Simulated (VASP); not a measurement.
## CdSe: single point with PBEsol

The system is CdSe.

```xyz
2
Lattice="0.0152 3.0490 3.0490 3.0490 0.0152 3.0490 3.0490 3.0490 0.0152" Properties=species:S:1:pos:R:3 pbc="T T T"
Cd   -0.0031   -0.0031   -0.0031
Se    4.5879    4.5879    4.5879
```

This cell differs from its parent crystal: equal xy, yz and zx engineering shears of +0.5 %.

- Program: VASP 6.6.1
- Task: single point
- Functional: PBEsol
- Potentials or basis: VASP PAW PBE potentials, release 64 (Cd, Se)
- Cutoff: 500 eV
- k mesh: 6 × 6 × 6
- Occupations: gaussian, width 0.01 eV
- Spin: no spin polarisation

```yaml
Pressure: 0.3 GPa
Band_gap_on_the_k_mesh: 0.47 eV
```

Forces on the atoms (eV/Å):
```
Cd  -0.002 -0.002 -0.002
Se   0.002  0.002  0.002
```

Stress tensor (GPa, compression positive):
```
 0.32 -0.12 -0.12
-0.12  0.32 -0.12
-0.12 -0.12  0.32
```

Levels at points of the mesh, in eV from the valence-band top:
```
           k point  band 5  band 6  band 7  band 8  band 9  band 10  band 11  band 12  band 13  band 14
(0.00, 0.00, 0.00)   -7.55   -7.55   -0.03    0.00    0.00     0.47     5.79     5.87     5.87     9.58
(0.50, 0.00, 0.00)   -7.52   -7.25   -4.46   -0.79   -0.76     2.26     6.33     6.34     7.27     9.86
(0.50, 0.50, 0.00)   -7.49   -7.19   -4.14   -1.91   -1.87     2.98     3.66     8.96    10.11    10.12
(0.50, 0.50, 0.50)   -7.52   -7.26   -4.48   -0.75   -0.75     2.32     6.39     6.39     7.25     9.87
```

Run time: 12 s on 1 thread of AMD EPYC 9R45 96-Core Processor (Zen 5), on a shared host, peak memory 0.16 GiB.

Caveat: the cell differs from its parent crystal (equal xy, yz and zx engineering shears of +0.5 %); semilocal functionals underestimate gaps, and a narrow one can read as zero; the PAW data sets were made with another functional, which shifts forces and pressure a little.
